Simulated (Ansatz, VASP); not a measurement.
# Mg2Cd3Te5: VASP beside Ansatz

```
Mg Cd Te
1.0
    -2.14419    2.14419   15.16174
     2.14419   -2.14419   15.16174
     2.14419    2.14419  -15.16174
Mg Cd Te
2 3 5
Direct
  0.40000 0.40000 0.00000
  0.60000 0.60000 0.00000
  0.80000 0.80000 0.00000
  0.00000 0.00000 0.00000
  0.20000 0.20000 0.00000
  0.35000 0.85000 0.50000
  0.95000 0.45000 0.50000
  0.55000 0.05000 0.50000
  0.15000 0.65000 0.50000
  0.75000 0.25000 0.50000
```

Alike in both runs: task single point; functional PBE; k mesh 6 × 6 × 6; occupations gaussian, width 0.1 eV; no spin polarisation.

|  | VASP | Ansatz |
| --- | --- | --- |
| version | VASP 6.6.1 | Ansatz 0.2.0 |
| potentials or method | VASP PAW PBE potentials, release 64 (Mg, Cd, Te), cutoff 520 eV | scalar-relativistic, plane waves, PAW |
| valence electrons in the cell | 70 | 160 |

VASP gave:

```
gap on the k mesh at the Fermi level (eV)                     : 2.02
least direct gap on the mesh (eV)                             : 2.02
pressure (GPa)                                                : 15.0
traceless stress, the component that is largest in VASP (GPa) : -0.07
rms of the force components (eV/Å)                            : 0.277
```

Q: Estimate Ansatz's values.

A: gap on the k mesh at the Fermi level (eV): 2.02; least direct gap on the mesh (eV): 2.02; pressure (GPa): 14.8; traceless stress, the component that is largest in VASP (GPa): -0.07; rms of the force components (eV/Å): 0.266.

Atom by atom the forces differ by 0.011 eV/Å (rms over components). VASP's potentials hold 70 valence electrons a cell and Ansatz's 160, so a difference there can come from the potentials and not from the codes.

Neither program's run includes spin-orbit coupling.
